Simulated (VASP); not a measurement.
Write the native input for VASP 6.6.1 that does the following.

- Task: single point
- Functional: PBE
- Potentials or basis: VASP PAW PBE potentials, release 64 (Zr_sv, Si)
- Cutoff: 520 eV
- k mesh: 3 × 3 × 3
- Occupations: gaussian, width 0.1 eV
- Spin: no spin polarisation
- Dipole correction: no
- Further INCAR settings: LREAL = Auto; ALGO = Normal; EDIFF = 1e-06; NBANDS = 98; ISYM = 0

The structure of ZrSi2 lies in POSCAR:

```
ZrSi2
1.0
   -7.4121996116      0.0038230122      0.0008896664
   -1.8493624832     -7.4978140664     -0.1045173403
   -3.7068098123      0.1057504820      7.4955807880
Zr Si
8 16
Direct
    0.2462937588      0.7897709423      0.6063818607
    0.0040884249      0.8045010720      0.0876915333
    0.4941223785      0.7911132507      0.1115053578
    0.5055223234      0.2101823460      0.8749957047
    0.2643139955      0.2074445212      0.3715169888
    0.0169269235      0.2064546445      0.8698598153
    0.7599601322      0.2155027594      0.3656362833
    0.9014449221      0.5942376242      0.4124732645
    0.7018836830      0.7121926969      0.7374973531
    0.4214418538      0.1042273211      0.6142332052
    0.1630823976      0.1055742775      0.1215330490
    0.9065755727      0.1202041955      0.6145257991
    0.6652043185      0.0942678046      0.1185608096
    0.3526071681      0.9031460739      0.8554176100
    0.0690987243      0.9010258372      0.3701270011
    0.8377887192      0.9065170582      0.8514188548
    0.6102922121      0.8942876403      0.3689991542
    0.5490583881      0.4869185198      0.6294599994
    0.2983333546      0.4952889032      0.1261832597
    0.0749567395      0.4826715768      0.6340971722
    0.8274830029      0.4990094645      0.1268378542
    0.1925558493      0.5023410831      0.8629316076
    0.6719147676      0.4677826183      0.9269021774
    0.4379680154      0.5004350124      0.3669021705
```

These files were run (other wordings do the same):

INCAR

```
  ALGO = Normal
  EDIFF = 1E-6
  ENCUT = 520
  GGA = PE
  ISIF = 2
  ISMEAR = 0
  ISYM = 0
  LASPH = T
  LCHARG = F
  LREAL = Auto
  LWAVE = F
  NBANDS = 98
  NELM = 60
  PREC = Accurate
  SIGMA = 0.1
```

KPOINTS

```
k-points
0
Gamma
  3 3 3
```

Potentials or basis: VASP PAW PBE potentials, release 64 (Zr_sv, Si).

Run with:

```console
$ cat potpaw_PBE.64/Zr_sv/POTCAR potpaw_PBE.64/Si/POTCAR > POTCAR
$ mpirun -np 1 vasp_std > vasp.out
```

Results of the run:

```
Pressure      : 0.0 GPa
Largest force : 0.056 eV/Å
```

Run time: 23 min on 1 thread of Oxide Virtual Turin-like Processor, with other jobs on the host, peak memory 0.64 GiB.
